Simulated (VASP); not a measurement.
# MgO (nc.b) (Fm-3m) in VASP: a series of runs

MgO (nc.b) is run at these levels: PBE; tasks: single point.

Everything below comes from runs of VASP 6.6.1. Logs are shortened: lines on timing, memory, paths and dates and some standing lists are left out, and cuts for length are marked.

**1. The cell of the first run**

The structure is cubic, space group Fm-3m (No. 225). Conventional cell: a = 4.123 Å, b = 4.123 Å, c = 4.123 Å, α = 90.00°, β = 90.00°, γ = 90.00°. Within 2.7 Å of Mg (site symmetry m-3m) lie 6 O at 2.06 Å. Within 2.7 Å of O (site symmetry m-3m) lie 6 Mg at 2.06 Å.

**2. Single point, PBE (volume scaled by 0.91)**

INCAR reads:

```
ALGO = Normal
EDIFF = 1E-6
ENCUT = 600
GGA = PE
GGA_COMPAT = F
ISIF = 2
ISMEAR = 0
LASPH = T
LCHARG = T
LELF = T
LREAL = F
LVHAR = T
LWAVE = F
NBANDS = 11
NELM = 120
PREC = Accurate
SIGMA = 0.02
```

KPOINTS reads:

```
k-points
0
Gamma
  10 10 10
```

POSCAR reads:

```
MgO
1.0
    0.0000000000      2.0616629467      2.0616629467
    2.0616629467      0.0000000000      2.0616629467
    2.0616629467      2.0616629467      0.0000000000
Mg O
1 1
Direct
    0.0000000000      0.0000000000      0.0000000000
    0.5000000000      0.5000000000      0.5000000000
```

Potentials or basis: VASP PAW PBE potentials, release 64 (Mg, O).

Run with:

```bash
$ cat potpaw_PBE.64/Mg/POTCAR potpaw_PBE.64/O/POTCAR > POTCAR
$ mpirun -np 1 vasp_std > vasp.out
```

OUTCAR:

```text
EDIFF = 1E-6
   ENCUT = 600
   GGA = PE
   ISIF = 2
   ISMEAR = 0
   LASPH = T
   LREAL = F
   NELM = 120
   PREC = Accurate

 ion  position               nearest neighbor table
   1  0.000  0.000  0.000-   2 2.06   2 2.06   2 2.06   2 2.06   2 2.06   2 2.06
   2  0.500  0.500  0.500-   1 2.06   1 2.06   1 2.06   1 2.06   1 2.06   1 2.06

  LATTYP: Found a face centered cubic cell.
 ALAT       =     4.1233258934

  Lattice vectors:

 A1 = (   0.0000000000,   2.0616629467,   2.0616629467)
 A2 = (   2.0616629467,   0.0000000000,   2.0616629467)
 A3 = (   2.0616629467,   2.0616629467,   0.0000000000)

Analysis of symmetry for initial positions (statically):
=====================================================================
 Subroutine PRICEL returns:
 Original cell was already a primitive cell.

 Routine SETGRP: Setting up the symmetry group for a
 face centered cubic supercell.

 Subroutine GETGRP returns: Found 48 space group operations
 (whereof 48 operations were pure point group operations)
 out of a pool of 48 trial point group operations.

The static configuration has the point symmetry O_h .

Analysis of symmetry for dynamics (positions and initial velocities):
=====================================================================
 Subroutine PRICEL returns:
 Original cell was already a primitive cell.

 Routine SETGRP: Setting up the symmetry group for a
 face centered cubic supercell.

 Subroutine GETGRP returns: Found 48 space group operations
 (whereof 48 operations were pure point group operations)
 out of a pool of 48 trial point group operations.

The dynamic configuration has the point symmetry O_h .

 Subroutine INISYM returns: Found 48 space group operations
 (whereof 48 operations are pure point group operations),
 and found     1 'primitive' translations

----------------------------------------------------------------------------------------

                                     Primitive cell

  volume of cell :      17.5260

  direct lattice vectors                    reciprocal lattice vectors
     0.000000000  2.061662947  2.061662947    -0.242522669  0.242522669  0.242522669
     2.061662947  0.000000000  2.061662947     0.242522669 -0.242522669  0.242522669
     2.061662947  2.061662947  0.000000000     0.242522669  0.242522669 -0.242522669

  length of vectors
     2.915631700  2.915631700  2.915631700     0.420061584  0.420061584  0.420061584

  position of ions in fractional coordinates (direct lattice)
     0.000000000  0.000000000  0.000000000
     0.500000000  0.500000000  0.500000000
[... 86 lines left out ...]
   TEBEG  =    0.0;   TEEND  =   0.0 temperature during run
   PSTRESS=    0.0 pullay stress
   NELECT =       8.0000    total number of electrons
   NUPDOWN=      -1.0000    fix difference up-down
   EMIN   =  10.00;   EMAX   =-10.00  energy-range for DOS
   EFERMI =   0.00;   METHOD = LEGACY
   ISMEAR =     0;   SIGMA  =   0.02  broadening in eV -4-tet -1-fermi 0-gaus
   EFERMI_NEDOS =   21; number of points for ismear=-14 and -15
   IALGO  =     38    algorithm
   IMIX   =      4    mixing-type and parameters
     AMIX     =   0.40;   BMIX     =  1.00
     AMIX_MAG =   1.60;   BMIX_MAG =  1.00
  volume/ion in A,a.u.               =       8.76        59.14
  Fermi-wavevector in a.u.,A,eV,Ry     =   1.260503  2.382005 21.617854  1.588867
  Thomas-Fermi vector in A             =   2.394009
   LORBIT       =      0    0 simple, 1 ext, 2 COOP (PROOUT), +10 PAW based schemes
   GGA     = PE    functional components
   LHFCALC =     F    Hartree Fock is set to
   AEXX    =    0.0000 exact exchange contribution
   IVDW    =     0    specifies the selected vdW correction
   LEPSILON=     F    determine dielectric tensor
   LRPA    =     F    only Hartree local field effects (RPA)
 non-spin polarized calculation
 Gauss-broadening in eV      SIGMA  =   0.02
  energy-cutoff  :      600.00
  volume of cell :       17.53
 maximum number of plane-waves:       598
   NGX = 11   NGY = 11   NGZ = 11

 number of electron       7.9999997 magnetization

 Free energy of the ion-electron system (eV)
  ---------------------------------------------------
  ext. energy  EPLUGINS =         0.00000000
  ---------------------------------------------------
  free energy    TOTEN  =       -11.83739287 eV

  energy without entropy =      -11.83739287  energy(sigma->0) =      -11.83739287

 E-fermi :   3.8279     XC(G=0): -11.3849

 val. band max:        3.6815974030   @ k =   0.0000   0.0000   0.0000
 cond. band min:       9.0567163558   @ k =   0.0000   0.0000   0.0000
 fundamental gap:      5.3751189528
 Fermi energy:         3.8278737760

 k-point     1 :       0.0000    0.0000    0.0000
  band No.  band energies     occupation
      1     -13.9215      2.00000
      2       3.6816      2.00000
      3       3.6816      2.00000
      4       3.6816      2.00000
      5       9.0567      0.00000
      6      19.8444      0.00000
      7      19.8444      0.00000
      8      19.8444      0.00000
      9      23.9323      0.00000
     10      25.7837      0.00000
     11      25.7837      0.00000
[... 309 lines left out ...]
 k-point    24 :       0.4000    0.3000    0.0000
  band No.  band energies     occupation
      1     -12.5331      2.00000
      2      -0.1068      2.00000
      3       2.2838      2.00000
      4       2.5190      2.00000
      5      13.7586      0.00000
      6      14.2120      0.00000
      7      17.9831      0.00000
      8      22.7178      0.00000
      9      22.9368      0.00000
     10      29.3679      0.00000
     11      31.9756      0.00000

 [... further k-points ...]

------------------------ aborting loop because EDIFF is reached ----------------------------------------

  FORCE on cell =-STRESS in cart. coord.  units (eV):
  Direction    XX          YY          ZZ          XY          YZ          ZX
  --------------------------------------------------------------------------------------
  -------------------------------------------------------------------------------------
  Total        1.7408054      1.7408054      1.7408054      0.0000000     -0.0000000      0.0000000
  in kB      159.1394321    159.1394321    159.1394321      0.0000000     -0.0000000      0.0000000
  external PRESSURE =     159.1394321 kB  Pullay stress =       0.0000000 kB

 VOLUME and BASIS-vectors are now :
 -----------------------------------------------------------------------------
  energy-cutoff  :      600.00
  volume of cell :       17.53
      direct lattice vectors                 reciprocal lattice vectors
     0.000000000  2.061662947  2.061662947    -0.242522669  0.242522669  0.242522669
     2.061662947  0.000000000  2.061662947     0.242522669 -0.242522669  0.242522669
     2.061662947  2.061662947  0.000000000     0.242522669  0.242522669 -0.242522669

 POSITION                                       TOTAL-FORCE (eV/Angst)
 -----------------------------------------------------------------------------------
      0.00000      0.00000      0.00000         0.000000      0.000000      0.000000
      2.06166      2.06166      2.06166         0.000000     -0.000000      0.000000
 -----------------------------------------------------------------------------------
    total drift:                               -0.000000     -0.000000      0.000000

  FREE ENERGIE OF THE ION-ELECTRON SYSTEM (eV)
  ---------------------------------------------------
  free  energy   TOTEN  =       -11.8373928748 eV

  energy  without entropy=      -11.8373928748  energy(sigma->0) =      -11.83739287
```

Wall time 9 s (1 thread of AMD EPYC 7R43 (Zen 3), shared host); peak memory 0.11 GiB.

What came out:

| Quantity | Value |
| --- | --- |
| Free energy | -11.8374 eV |
| Pressure | 15.9 GPa |
| Band gap on the k mesh | 5.38 eV, direct |

**3. Single point, PBE (volume scaled by 0.97)**

INCAR reads:

```
  PREC = Accurate
  ENCUT = 600
  EDIFF = 1E-6
  ISMEAR = 0
  SIGMA = 0.02
  LREAL = False
  LASPH = True
  NELM = 120
  ALGO = Normal
  ISIF = 2
  LWAVE = False
  LCHARG = False
  GGA = PE
  NBANDS = 11
  GGA_COMPAT = False
```

KPOINTS reads:

```
regular mesh
0
Gamma
  10 10 10
```

POSCAR reads:

```
MgO
1.0
    0.0000000000      2.1060133166      2.1060133166
    2.1060133166      0.0000000000      2.1060133166
    2.1060133166      2.1060133166      0.0000000000
Mg O
1 1
Direct
    0.0000000000      0.0000000000      0.0000000000
    0.5000000000      0.5000000000      0.5000000000
```

Potentials or basis: VASP PAW PBE potentials, release 64 (Mg, O).

Run with:

```bash
$ cat potpaw_PBE.64/Mg/POTCAR potpaw_PBE.64/O/POTCAR > POTCAR
$ mpirun -np 1 vasp_std > vasp.out
```

Run time: 8.5 s. Hardware: 1 thread of AMD EPYC 7R43 (Zen 3), shared host; peak memory 0.11 GiB.

Results (log left out):

```
Free energy            : -11.9089 eV
Pressure               : 3.7 GPa
Band gap on the k mesh : 4.73 eV, direct
```

Levels at points of the mesh, in eV from the valence-band top:
```tsv
k point	band 1	band 2	band 3	band 4	band 5	band 6	band 7	band 8	band 9
(0.00, 0.00, 0.00)	-17.26	0.00	0.00	0.00	4.73	15.80	15.80	15.80	19.72
(0.50, 0.00, 0.00)	-15.98	-4.62	-0.65	-0.65	7.90	12.61	16.31	16.31	20.89
(0.50, 0.50, 0.00)	-15.72	-4.08	-1.35	-1.35	9.12	9.97	13.10	18.97	18.97
```
